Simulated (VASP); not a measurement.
A run of VASP 6.6.1 is set up as follows.

The input INCAR:

```
ALGO = Normal
EDIFF = 1E-6
ENCUT = 520
GGA = PE
ISIF = 2
ISMEAR = 0
ISPIN = 2
LASPH = True
LCHARG = False
LMAXMIX = 4
LORBIT = 11
LREAL = False
LWAVE = False
MAGMOM = 0 1 1 1 1 1
NBANDS = 36
NELM = 150
PREC = Accurate
SIGMA = 0.1
```

KPOINTS

```
k-points
0
Gamma
  6 6 4
```

File POSCAR:

```
ScF5
1.0
    4.4891562193      0.0000000000      0.0000000000
   -2.2445781097      3.8877233275      0.0000000000
    0.0000000000      0.0000000000      5.9964127795
Sc F
1 5
Direct
    0.0000000000      0.0000000000      0.5000000000
    0.0000000000      0.0000000000      0.8201197695
    0.0000000000      0.0000000000      0.1798802305
    0.5000000000      0.0000000000      0.5000000000
    0.0000000000      0.5000000000      0.5000000000
    0.5000000000      0.5000000000      0.5000000000
```

Potentials or basis: VASP PAW PBE potentials, release 64 (Sc_sv, F).

Run with:

```sh
$ cat potpaw_PBE.64/Sc_sv/POTCAR potpaw_PBE.64/F/POTCAR > POTCAR
$ mpirun -np 1 vasp_std > vasp.out
```

Problem. Estimate the pressure.

Solution. 0.2 GPa.

Problem. Predict the net moment.

Solution. 2.00 μB per cell.

Stress tensor (GPa, compression positive):
```
0.06 0.00 0.00
0.00 0.06 0.00
0.00 0.00 0.57
```
